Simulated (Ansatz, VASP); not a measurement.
# Si in VASP and in Ansatz

Contents of INCAR:

```
PREC     = Accurate       # precision mode
ENCUT    = 520            # plane-wave cutoff, eV
EDIFF    = 1E-6           # SCF threshold, eV
ISMEAR   = 0              # smearing method
SIGMA    = 0.03           # smearing width, eV
LREAL    = F              # projectors in reciprocal space
LASPH    = T              # aspherical terms in the spheres
NELM     = 100            # most SCF steps
ALGO     = Normal         # electronic algorithm
ISIF     = 2              # what is computed and relaxed
LWAVE    = F              # write WAVECAR
LCHARG   = T              # write CHGCAR
LELF     = T              # ELF
LVHAR    = T            
NBANDS   = 16             # bands
```

The input KPOINTS:

```
regular mesh
0
Gamma
  12 12 6
```

The input POSCAR:

```
Si
1.0
    4.0291929185      0.0000000000      0.0000000000
   -2.0145964593      3.4893834241      0.0000000000
    0.0000000000      0.0000000000      5.5985635602
Si
4
Direct
    0.3333333333      0.6666666667      0.0725769780
    0.6666666667      0.3333333333      0.5725769780
    0.3333333333      0.6666666667      0.4274230220
    0.6666666667      0.3333333333      0.9274230220
```

Input for Ansatz:

```yaml
crystal:
  lattice:
    - [4.0291929185, 0.0, 0.0]
    - [-2.0145964593, 3.4893834241, 0.0]
    - [0.0, 0.0, 5.5985635602]
  atoms:
    - { symbol: Si, position: [0.3333333333, 0.6666666667, 0.072576978] }
    - { symbol: Si, position: [0.6666666667, 0.3333333333, 0.572576978] }
    - { symbol: Si, position: [0.3333333333, 0.6666666667, 0.427423022] }
    - { symbol: Si, position: [0.6666666667, 0.3333333333, 0.927423022] }
basis:
  ecutwfc: 420
kpoints:
  mp_grid: { grid: [12, 12, 6] }
hamiltonian:
  xc: lda
  pseudopotentials: { kind: paw, azcp: { folder: soft_1 } }
scf:
  occupations: { method: gaussian, width: 0.03 }
output:
  forces: true
  stress: true
  eigenvalues: true
```

Alike in both runs: task single point; functional LDA; k mesh 12 × 12 × 6; occupations gaussian, width 0.03 eV; no spin polarisation.

```csv
,VASP,Ansatz
version,VASP 6.6.1,Ansatz 0.2.0
potentials or method,"VASP PAW LDA potentials, release 64 (Si), cutoff 520 eV","scalar-relativistic, plane waves, PAW"
valence electrons in the cell,16,16
```

```tsv
	VASP	Ansatz	Ansatz less VASP
gap on the k mesh at the Fermi level (eV)	none	none	-
pressure (GPa)	10.0	10.0	0.00
traceless stress, the component that is largest in VASP (GPa)	45.95	46.01	+0.057
rms of the force components (eV/Å)	3.693	3.710	+0.0170
```

Ansatz warns that its potentials were made for another functional, while VASP's fit it. LDA's correlation is that of Perdew and Zunger in VASP and of Perdew and Wang (1992) in Ansatz. Atom by atom the forces differ by 0.017 eV/Å (rms over components). A gap of «none» marks a metal or a gap that the smearing closes.
